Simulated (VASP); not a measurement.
# Ba (I4_1/amd) in VASP: relaxation of cell and atoms with PBE

Aim: the relaxation of cell and atoms of Ba with PBE.

Everything below comes from runs of VASP 6.6.1. Logs are shortened: lines on timing, memory, paths and dates and some standing lists are left out, and cuts for length are marked.

## (1) The cell of the first run

Symmetry: I4_1/amd, No. 141, tetragonal system. Conventional cell: a = 7.026 Å, b = 7.026 Å, c = 3.833 Å, α = 90.00°, β = 90.00°, γ = 90.00°. Within 4.8 Å of Ba (site symmetry -4m2) lie 10 Ba at 3.64 to 4.54 Å.

## (2) Relaxation of cell and atoms, PBE, target pressure 2.8 GPa, at which the enthalpy is minimised

File INCAR:

```
SYSTEM = Ba
  ALGO = Normal
  EDIFF = 1E-6
  EDIFFG = -0.005
  ENCUT = 600
  GGA = PE
  IBRION = 2
  ISIF = 3
  ISMEAR = -1
  LASPH = .TRUE.
  LCHARG = .FALSE.
  LREAL = .FALSE.
  LWAVE = .FALSE.
  NELM = 60
  NSW = 32
  PREC = Accurate
  PSTRESS = 28.0
  SIGMA = 0.05
```

File KPOINTS:

```
k-points
0
G
  11 11 11
  0 0 0
```

File POSCAR:

```
Ba
1.0
   -3.5128152902      3.5128152902      1.9164619277
    3.5128152902     -3.5128152902      1.9164619277
    3.5128152902      3.5128152902     -1.9164619277
Ba
2
Direct
   -0.3750000000     -0.1250000000     -0.2500000000
    0.3750000000      0.1250000000      0.2500000000
```

Potentials or basis: VASP PAW PBE potentials, release 64 (Ba_sv).

The run is started by

```bash
$ cat potpaw_PBE.64/Ba_sv/POTCAR > POTCAR
$ mpirun -np 1 vasp_std > vasp.out
```

OUTCAR:

```text
SYSTEM = Ba
   EDIFF = 1E-6
   EDIFFG = -0.005
   ENCUT = 600
   GGA = PE
   IBRION = 2
   ISIF = 3
   ISMEAR = -1
   LASPH = .TRUE.
   LREAL = .FALSE.
   NELM = 60
   NSW = 32
   PREC = Accurate
   PSTRESS = 28.0

 ion  position               nearest neighbor table
   1  0.625  0.875  0.750-   2 3.64   2 3.64   2 3.64   2 3.64   2 4.54   2 4.54   2 4.54   2 4.54

   2  0.375  0.125  0.250-   1 3.64   1 3.64   1 3.64   1 3.64   1 4.54   1 4.54   1 4.54   1 4.54

  LATTYP: Found a body centered tetragonal cell.
 ALAT       =     7.0256305804
 C/A-ratio  =     0.5455629657

  Lattice vectors:

 A1 = (  -3.5128152902,   3.5128152902,   1.9164619277)
 A2 = (   3.5128152902,  -3.5128152902,   1.9164619277)
 A3 = (   3.5128152902,   3.5128152902,  -1.9164619277)

Analysis of symmetry for initial positions (statically):
=====================================================================
 Subroutine PRICEL returns:
 Original cell was already a primitive cell.

 Routine SETGRP: Setting up the symmetry group for a
 body centered tetragonal supercell.

 Subroutine GETGRP returns: Found 16 space group operations
 (whereof  4 operations were pure point group operations)
 out of a pool of 16 trial point group operations.

The static configuration has the point symmetry C_2h.
 The point group associated with its full space group is D_4h.

Analysis of symmetry for dynamics (positions and initial velocities):
=====================================================================
 Subroutine PRICEL returns:
 Original cell was already a primitive cell.

 Routine SETGRP: Setting up the symmetry group for a
 body centered tetragonal supercell.

 Subroutine GETGRP returns: Found 16 space group operations
 (whereof  4 operations were pure point group operations)
 out of a pool of 16 trial point group operations.

The dynamic configuration has the point symmetry C_2h.
 The point group associated with its full space group is D_4h.

 Subroutine INISYM returns: Found 16 space group operations
 (whereof  4 operations are pure point group operations),
 and found     1 'primitive' translations

----------------------------------------------------------------------------------------

                                     Primitive cell

  volume of cell :      94.5956

  direct lattice vectors                    reciprocal lattice vectors
    -3.512815290  3.512815290  1.916461928     0.000000000  0.142335978  0.260897434
     3.512815290 -3.512815290  1.916461928     0.142335978  0.000000000  0.260897434
     3.512815290  3.512815290 -1.916461928     0.142335978  0.142335978  0.000000000

  length of vectors
     5.324713029  5.324713029  5.324713029     0.297198590  0.297198590  0.201293471

  position of ions in fractional coordinates (direct lattice)
     0.625000000  0.875000000  0.750000000
     0.375000000  0.125000000  0.250000000

  ion indices of the primitive-cell ions
   primitive index   ion index
                 1           1
                 2           2

----------------------------------------------------------------------------------------

 KPOINTS: k-points

Automatic generation of k-mesh.
 Grid dimensions read from file:
 generate k-points for:   11   11   11

 Generating k-lattice:

  Cartesian coordinates                     Fractional coordinates (reciprocal lattice)
     0.000000000  0.012939634  0.023717949     0.090909091  0.000000000 -0.000000000
     0.012939634  0.000000000  0.023717949     0.000000000  0.090909091 -0.000000000
     0.012939634  0.012939634  0.000000000     0.000000000  0.000000000  0.090909091

  Length of vectors
     0.027018054  0.027018054  0.018299406

  Shift w.r.t. Gamma in fractional coordinates (k-lattice)
     0.000000000  0.000000000  0.000000000

 Subroutine IBZKPT returns following result:
 ===========================================

 Found    126 irreducible k-points:

 Following reciprocal coordinates:
            Coordinates               Weight
  0.000000  0.000000  0.000000      1.000000
  0.090909  0.000000  0.000000      8.000000
  0.181818  0.000000  0.000000      8.000000
  0.272727  0.000000  0.000000      8.000000
  0.363636  0.000000 -0.000000      8.000000
  0.454545  0.000000  0.000000      8.000000
[... 16 lines left out ...]
 -0.272727  0.181818 -0.000000     16.000000
 -0.181818  0.181818  0.000000      4.000000
 [... further k-points ...]
   k-points           NKPTS =    126   k-points in BZ     NKDIM =    126   number of bands    NBANDS=     14
   number of dos      NEDOS =    301   number of ions     NIONS =      2
   total plane-waves  NPLWV = 110592
   dimension x,y,z NGX =    48 NGY =   48 NGZ =   48
   dimension x,y,z NGXF=    96 NGYF=   96 NGZF=   96
   ions per type =               2
   NGX,Y,Z   is equivalent  to a cutoff of  14.99, 14.99, 14.99 a.u.
   NGXF,Y,Z  is equivalent  to a cutoff of  29.97, 29.97, 29.97 a.u.
 SYSTEM =  Ba
   PREC   = accura    normal or accurate (medium, high low for compatibility)
   ISTART =      0    job   : 0-new  1-cont  2-samecut
   ICHARG =      2    charge: 1-file 2-atom 10-const
   ISPIN  =      1    spin polarized calculation?
   LNONCOLLINEAR =      F non collinear calculations
   LSORBIT =      F    spin-orbit coupling
   LASPH  =      T    aspherical Exc in radial PAW
   ENCUT  =  600.0 eV  44.10 Ry    6.64 a.u.  10.63 10.63 10.63*2*pi/ulx,y,z
   NELM   =     60;   NELMIN=  2; NELMDL= -5     # of ELM steps
   EDIFF  = 0.1E-05   stopping-criterion for ELM
   LREAL  =      F    real-space projection
   EDIFFG = -.5E-02   stopping-criterion for IOM
   NSW    =     32    number of steps for IOM
   IBRION =      2    ionic relax: 0-MD 1-quasi-New 2-CG
   NFREE  =      1    steps in history (QN), initial steepest desc. (CG)
   ISIF   =      3    stress and relaxation
   ISYM   =      2    0-nonsym 1-usesym 2-fastsym
   POTIM  = 0.5000    time-step for ionic-motion
   TEBEG  =    0.0;   TEEND  =   0.0 temperature during run
   PSTRESS=   28.0 pullay stress
   NELECT =      20.0000    total number of electrons
   NUPDOWN=      -1.0000    fix difference up-down
   EMIN   =  10.00;   EMAX   =-10.00  energy-range for DOS
   EFERMI =   0.00;   METHOD = LEGACY
   ISMEAR =    -1;   SIGMA  =   0.05  broadening in eV -4-tet -1-fermi 0-gaus
   EFERMI_NEDOS =   21; number of points for ismear=-14 and -15
   IALGO  =     38    algorithm
   IMIX   =      4    mixing-type and parameters
     AMIX     =   0.40;   BMIX     =  1.00
     AMIX_MAG =   1.60;   BMIX_MAG =  1.00
  volume/ion in A,a.u.               =      47.30       319.18
  Fermi-wavevector in a.u.,A,eV,Ry     =   0.975277  1.843006 12.941383  0.951165
  Thomas-Fermi vector in A             =   2.105803
   LORBIT       =      0    0 simple, 1 ext, 2 COOP (PROOUT), +10 PAW based schemes
   GGA     = PE    functional components
   LHFCALC =     F    Hartree Fock is set to
   AEXX    =    0.0000 exact exchange contribution
   IVDW    =     0    specifies the selected vdW correction
   LEPSILON=     F    determine dielectric tensor
   LRPA    =     F    only Hartree local field effects (RPA)
 conjugate gradient relaxation of ions
 non-spin polarized calculation
  energy-cutoff  :      600.00
  volume of cell :       94.60
 maximum number of plane-waves:      3177
 NGX is ok and might be reduce to    48
   NGX = 21   NGY = 21   NGZ = 21

--------------------------------------- Ionic step        1  -------------------------------------------

 number of electron      20.0000000 magnetization

 Free energy of the ion-electron system (eV)
  ---------------------------------------------------
  ext. energy  EPLUGINS =         0.00000000
  ---------------------------------------------------
  free energy    TOTEN  =        -3.24655561 eV

  energy without entropy =       -3.23322670  energy(sigma->0) =       -3.23989115

------------------------ aborting loop because EDIFF is reached ----------------------------------------

  FORCE on cell =-STRESS in cart. coord.  units (eV):
  Direction    XX          YY          ZZ          XY          YZ          ZX
  --------------------------------------------------------------------------------------
  -------------------------------------------------------------------------------------
  Total        1.8656024      1.8656024      1.8238123     -0.0000000      0.0000000     -0.0000000
  in kB       31.5979456     31.5979456     30.8901419     -0.0000000      0.0000000     -0.0000000
  external PRESSURE =       3.3620110 kB  Pullay stress =      28.0000000 kB

 VOLUME and BASIS-vectors are now :
 -----------------------------------------------------------------------------
  energy-cutoff  :      600.00
  volume of cell :       94.60
      direct lattice vectors                 reciprocal lattice vectors
    -3.512815290  3.512815290  1.916461928     0.000000000  0.142335978  0.260897434
     3.512815290 -3.512815290  1.916461928     0.142335978  0.000000000  0.260897434
     3.512815290  3.512815290 -1.916461928     0.142335978  0.142335978  0.000000000
[... 160 lines left out ...]
  FREE ENERGIE OF THE ION-ELECTRON SYSTEM (eV)
  ---------------------------------------------------
  free  energy   TOTEN  =        -3.2809708018 eV

  energy  without entropy=       -3.2677431735  energy(sigma->0) =       -3.27435699

  enthalpy is  TOTEN    =        -1.5953670170 eV   P V=        1.6856037848

--------------------------------------- Ionic step        6  -------------------------------------------

 number of electron      19.9999999 magnetization

 Free energy of the ion-electron system (eV)
  ---------------------------------------------------
  ext. energy  EPLUGINS =         0.00000000
  ---------------------------------------------------
  free energy    TOTEN  =        -3.28092462 eV

  energy without entropy =       -3.26770161  energy(sigma->0) =       -3.27431312

 E-fermi :   2.6089     XC(G=0):  -8.3080

 val. band max:        2.6039757974   @ k =   0.3636   0.2727   0.1818
 cond. band min:       2.6130465696   @ k =   0.2727   0.2727   0.1818
 fundamental gap:      0.0090707722
 Fermi energy:         2.6089038710

 k-point     1 :       0.0000    0.0000    0.0000
  band No.  band energies     occupation
      1     -26.1855      2.00000
      2     -25.9006      2.00000
      3     -11.8110      2.00000
      4     -11.8110      2.00000
      5     -10.8340      2.00000
      6     -10.8205      2.00000
      7     -10.7489      2.00000
      8     -10.7489      2.00000
      9      -0.0543      2.00000
     10       1.2818      2.00000
     11       2.9764      0.00128
     12       2.9963      0.00086
     13       3.7298      0.00000
     14       5.9575      0.00000

 k-point     2 :       0.0909    0.0000    0.0000
  band No.  band energies     occupation
      1     -26.1744      2.00000
      2     -25.8994      2.00000
      3     -11.8042      2.00000
      4     -11.7795      2.00000
      5     -10.9170      2.00000
      6     -10.9019      2.00000
      7     -10.7627      2.00000
      8     -10.7441      2.00000
      9       0.1450      2.00000
     10       1.3899      2.00000
[... 362 lines left out ...]
 k-point    24 :      -0.1818    0.1818    0.0000
  band No.  band energies     occupation
      1     -26.1631      2.00000
      2     -25.9234      2.00000
      3     -11.7511      2.00000
      4     -11.7448      2.00000
      5     -10.9449      2.00000
      6     -10.8641      2.00000
      7     -10.8126      2.00000
      8     -10.7315      2.00000
      9       0.2928      2.00000
     10       1.5617      2.00000
     11       2.8546      0.01458
     12       3.1907      0.00002
     13       3.5626      0.00000
     14       6.1691      0.00000

 [... further k-points ...]

------------------------ aborting loop because EDIFF is reached ----------------------------------------

  FORCE on cell =-STRESS in cart. coord.  units (eV):
  Direction    XX          YY          ZZ          XY          YZ          ZX
  --------------------------------------------------------------------------------------
  -------------------------------------------------------------------------------------
  Total        1.6915203      1.6915203      1.6823782      0.0000000      0.0000000     -0.0000000
  in kB       28.0991938     28.0991938     27.9473264      0.0000000      0.0000000     -0.0000000
  external PRESSURE =       0.0485713 kB  Pullay stress =      28.0000000 kB

 VOLUME and BASIS-vectors are now :
 -----------------------------------------------------------------------------
  energy-cutoff  :      600.00
  volume of cell :       96.45
      direct lattice vectors                 reciprocal lattice vectors
    -3.537956927  3.537956927  1.926321900     0.000000000  0.141324502  0.259562018
     3.537956927 -3.537956927  1.926321900     0.141324502  0.000000000  0.259562018
     3.537956927  3.537956927 -1.926321900     0.141324502  0.141324502  0.000000000

 POSITION                                       TOTAL-FORCE (eV/Angst)
 -----------------------------------------------------------------------------------
      3.53796      1.76898      1.44474         0.000000      0.000000     -0.000000
      0.00000      1.76898      0.48158        -0.000000     -0.000000      0.000000
 -----------------------------------------------------------------------------------
    total drift:                                0.000000     -0.000000      0.000000

  FREE ENERGIE OF THE ION-ELECTRON SYSTEM (eV)
  ---------------------------------------------------
  free  energy   TOTEN  =        -3.2809246233 eV

  energy  without entropy=       -3.2677016137  energy(sigma->0) =       -3.27431312

  enthalpy is  TOTEN    =        -1.5953756133 eV   P V=        1.6855490099

 reached required accuracy - stopping structural energy minimisation
```

Wall time 9.4 min (1 thread of AMD EPYC 9R45 (Zen 5), shared host); peak memory 0.42 GiB.

Results:

| Item | Value |
| --- | --- |
| Free energy | -3.2809 eV |
| Relaxed volume | 48.22 Å³/atom |
| Relaxed cell | a = 5.361 Å, b = 5.361 Å, c = 5.361 Å, α = 97.42°, β = 97.42°, γ = 137.89° |
| Space group after relaxing (to 0.1 Å) | I4_1/amd (No. 141) |
| Energy change on relaxing (the run minimises the enthalpy) | -17.2 meV/atom |
| Ionic steps | 6 |
| Pressure after relaxing | 2.8 GPa |
| Band gap on the k mesh | zero (bands 10 and 11 overlap by 0.54 eV) |

The path:
```csv
step,energy change (eV),largest force (eV/Å),pressure (GPa),volume (Å³)
1,0.0000,0.0000,3.14,94.60
2,-0.0257,0.0000,2.89,95.96
3,-0.0358,0.0000,2.79,96.53
4,-0.0351,0.0000,2.80,96.49
5,-0.0344,0.0000,2.80,96.45
6,-0.0344,0.0000,2.80,96.45
```

Final structure:
```cif
data_structure
_symmetry_space_group_name_H-M 'P 1'
_symmetry_Int_Tables_number 1
_cell_length_a 5.3614
_cell_length_b 5.3614
_cell_length_c 5.3614
_cell_angle_alpha 97.417
_cell_angle_beta 97.417
_cell_angle_gamma 137.887
_cell_volume 96.45
loop_
_atom_site_label
_atom_site_type_symbol
_atom_site_fract_x
_atom_site_fract_y
_atom_site_fract_z
_atom_site_occupancy
Ba1 Ba 0.62500 0.87500 0.75000 1
Ba2 Ba 0.37500 0.12500 0.25000 1
```

Caveat: the cell is relaxed towards a set pressure, so the run minimises the enthalpy, not the energy; spin-orbit coupling is left out, which moves the levels of the heavy elements.
